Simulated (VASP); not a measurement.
# Au (Im-3m) in VASP: single point with LDA

Aim: the single point of Au with LDA.

All numbers are computed with VASP 6.6.1; they aren't measurements. Logs are shortened: lines on timing, memory, paths and dates and some standing lists are left out, and cuts for length are marked.

## (1) The cell of the first run

It takes space group Im-3m (No. 229, cubic). The conventional cell has a = 3.169 Å, b = 3.169 Å, c = 3.169 Å, α = 90.00°, β = 90.00°, γ = 90.00°. Within 3.6 Å of Au (site symmetry m-3m) lie 14 Au at 2.74 to 3.17 Å.

This isn't the form of Au at room conditions, which is fcc.

## (2) Single point, LDA

Contents of INCAR:

```
PREC = Accurate
ENCUT = 540
EDIFF = 1E-6
ISMEAR = -1
SIGMA = 0.05
LREAL = F
LASPH = T
NELM = 120
ALGO = Normal
ISIF = 2
LWAVE = F
LCHARG = T
GGA = CA
LELF = T
LVHAR = T
NBANDS = 16
GGA_COMPAT = F
```

Contents of KPOINTS:

```
regular mesh
0
Gamma
  9 9 9
```

Contents of POSCAR:

```
Au
1.0
   -1.5844312059      1.5844312059      1.5844312059
    1.5844312059     -1.5844312059      1.5844312059
    1.5844312059      1.5844312059     -1.5844312059
Au
1
Direct
    0.0000000000      0.0000000000      0.0000000000
```

Potentials or basis: VASP PAW LDA potentials, release 64 (Au_sv_GW).

The run is started by

```
> cat potpaw_LDA.64/Au_sv_GW/POTCAR > POTCAR
> mpirun -np 1 vasp_std > vasp.out
```

OUTCAR:

```text
PREC = Accurate
   ENCUT = 540
   EDIFF = 1E-6
   ISMEAR = -1
   LREAL = F
   LASPH = T
   NELM = 120
   ISIF = 2
   GGA = CA

 ion  position               nearest neighbor table
   1  0.000  0.000  0.000-

  LATTYP: Found a body centered cubic cell.
 ALAT       =     3.1688624118

  Lattice vectors:

 A1 = (  -1.5844312059,   1.5844312059,   1.5844312059)
 A2 = (   1.5844312059,  -1.5844312059,   1.5844312059)
 A3 = (   1.5844312059,   1.5844312059,  -1.5844312059)

Analysis of symmetry for initial positions (statically):
=====================================================================
 Subroutine PRICEL returns:
 Original cell was already a primitive cell.

 Routine SETGRP: Setting up the symmetry group for a
 body centered cubic supercell.

 Subroutine GETGRP returns: Found 48 space group operations
 (whereof 48 operations were pure point group operations)
 out of a pool of 48 trial point group operations.

The static configuration has the point symmetry O_h .

Analysis of symmetry for dynamics (positions and initial velocities):
=====================================================================
 Subroutine PRICEL returns:
 Original cell was already a primitive cell.

 Routine SETGRP: Setting up the symmetry group for a
 body centered cubic supercell.

 Subroutine GETGRP returns: Found 48 space group operations
 (whereof 48 operations were pure point group operations)
 out of a pool of 48 trial point group operations.

The dynamic configuration has the point symmetry O_h .

 Subroutine INISYM returns: Found 48 space group operations
 (whereof 48 operations are pure point group operations),
 and found     1 'primitive' translations

----------------------------------------------------------------------------------------

                                     Primitive cell

  volume of cell :      15.9104

  direct lattice vectors                    reciprocal lattice vectors
    -1.584431206  1.584431206  1.584431206     0.000000000  0.315570659  0.315570659
     1.584431206 -1.584431206  1.584431206     0.315570659  0.000000000  0.315570659
     1.584431206  1.584431206 -1.584431206     0.315570659  0.315570659  0.000000000

  length of vectors
     2.744315350  2.744315350  2.744315350     0.446284306  0.446284306  0.446284306

  position of ions in fractional coordinates (direct lattice)
     0.000000000  0.000000000  0.000000000

  ion indices of the primitive-cell ions
   primitive index   ion index
                 1           1

[... 71 lines left out ...]
   EDIFF  = 0.1E-05   stopping-criterion for ELM
   LREAL  =      F    real-space projection
   EDIFFG = 0.1E-04   stopping-criterion for IOM
   NSW    =      0    number of steps for IOM
   IBRION =     -1    ionic relax: 0-MD 1-quasi-New 2-CG
   NFREE  =      0    steps in history (QN), initial steepest desc. (CG)
   ISIF   =      2    stress and relaxation
   ISYM   =      2    0-nonsym 1-usesym 2-fastsym
   POTIM  = 0.5000    time-step for ionic-motion
   TEBEG  =    0.0;   TEEND  =   0.0 temperature during run
   PSTRESS=    0.0 pullay stress
   NELECT =      19.0000    total number of electrons
   NUPDOWN=      -1.0000    fix difference up-down
   EMIN   =  10.00;   EMAX   =-10.00  energy-range for DOS
   EFERMI =   0.00;   METHOD = LEGACY
   ISMEAR =    -1;   SIGMA  =   0.05  broadening in eV -4-tet -1-fermi 0-gaus
   EFERMI_NEDOS =   21; number of points for ismear=-14 and -15
   IALGO  =     38    algorithm
   IMIX   =      4    mixing-type and parameters
     AMIX     =   0.40;   BMIX     =  1.00
     AMIX_MAG =   1.60;   BMIX_MAG =  1.00
  volume/ion in A,a.u.               =      15.91       107.37
  Fermi-wavevector in a.u.,A,eV,Ry     =   1.736865  3.282198 41.044680  3.016699
  Thomas-Fermi vector in A             =   2.810198
   LORBIT       =      0    0 simple, 1 ext, 2 COOP (PROOUT), +10 PAW based schemes
   GGA     = CA    functional components
   LHFCALC =     F    Hartree Fock is set to
   AEXX    =    0.0000 exact exchange contribution
   IVDW    =     0    specifies the selected vdW correction
   LEPSILON=     F    determine dielectric tensor
   LRPA    =     F    only Hartree local field effects (RPA)
 non-spin polarized calculation
  energy-cutoff  :      540.00
  volume of cell :       15.91
 maximum number of plane-waves:       466
 NGX is ok and might be reduce to    24
   NGX = 11   NGY = 11   NGZ = 11

 number of electron      19.0000003 magnetization

 Free energy of the ion-electron system (eV)
  ---------------------------------------------------
  ext. energy  EPLUGINS =         0.00000000
  ---------------------------------------------------
  free energy    TOTEN  =        -3.73235677 eV

  energy without entropy =       -3.72574761  energy(sigma->0) =       -3.72905219

 E-fermi :   9.5017     XC(G=0): -14.1074

 val. band max:        9.4860384527   @ k =  -0.4444   0.4444   0.1111
 cond. band min:       9.5290490584   @ k =  -0.3333   0.4444   0.1111
 fundamental gap:      0.0430106057
 Fermi energy:         9.5016913850

 k-point     1 :       0.0000    0.0000    0.0000
  band No.  band energies     occupation
      1     -95.7831      2.00000
      2     -47.2649      2.00000
      3     -47.2649      2.00000
      4     -47.2649      2.00000
      5      -0.9816      2.00000
      6       4.3721      2.00000
[... 433 lines left out ...]
      3     -47.4171      2.00000
      4     -47.3139      2.00000
      5       2.5999      2.00000
      6       3.8272      2.00000
[... 8 lines left out ...]
     15      31.8452      0.00000
     16      35.4074      0.00000

 [... further k-points ...]

------------------------ aborting loop because EDIFF is reached ----------------------------------------

  FORCE on cell =-STRESS in cart. coord.  units (eV):
  Direction    XX          YY          ZZ          XY          YZ          ZX
  --------------------------------------------------------------------------------------
  -------------------------------------------------------------------------------------
  Total        1.0274804      1.0274804      1.0274804      0.0000000      0.0000000      0.0000000
  in kB      103.4675089    103.4675089    103.4675089      0.0000000      0.0000000      0.0000000
  external PRESSURE =     103.4675089 kB  Pullay stress =       0.0000000 kB

 VOLUME and BASIS-vectors are now :
 -----------------------------------------------------------------------------
  energy-cutoff  :      540.00
  volume of cell :       15.91
      direct lattice vectors                 reciprocal lattice vectors
    -1.584431206  1.584431206  1.584431206     0.000000000  0.315570659  0.315570659
     1.584431206 -1.584431206  1.584431206     0.315570659  0.000000000  0.315570659
     1.584431206  1.584431206 -1.584431206     0.315570659  0.315570659  0.000000000

 POSITION                                       TOTAL-FORCE (eV/Angst)
 -----------------------------------------------------------------------------------
      0.00000      0.00000      0.00000         0.000000      0.000000      0.000000
 -----------------------------------------------------------------------------------
    total drift:                               -0.000000      0.000000      0.000000

  FREE ENERGIE OF THE ION-ELECTRON SYSTEM (eV)
  ---------------------------------------------------
  free  energy   TOTEN  =        -3.7323567716 eV

  energy  without entropy=       -3.7257476085  energy(sigma->0) =       -3.72905219
```

Run time: 6.4 s. Hardware: 1 thread of AMD EPYC 9R45 (Zen 5), shared host; peak memory 0.11 GiB.

What came out:

- Free energy: -3.7324 eV
- Pressure: 10.3 GPa
- Band gap on the k mesh: zero (an odd number of electrons rules out a gap without spin polarisation)

Levels at points of the mesh, in eV from the Fermi level:
```
           k point  band 6  band 7  band 8  band 9  band 10  band 11  band 12  band 13  band 14  band 15
(0.00, 0.00, 0.00)   -5.13   -5.13   -5.13   -2.94    -2.94    16.61    16.61    16.61    25.67    25.67
```

Caveat: the cell stands under pressure; spin-orbit coupling is left out, which moves the levels of the heavy elements.

The gap in the log of VASP goes by the Fermi energy; the results here count the filled bands.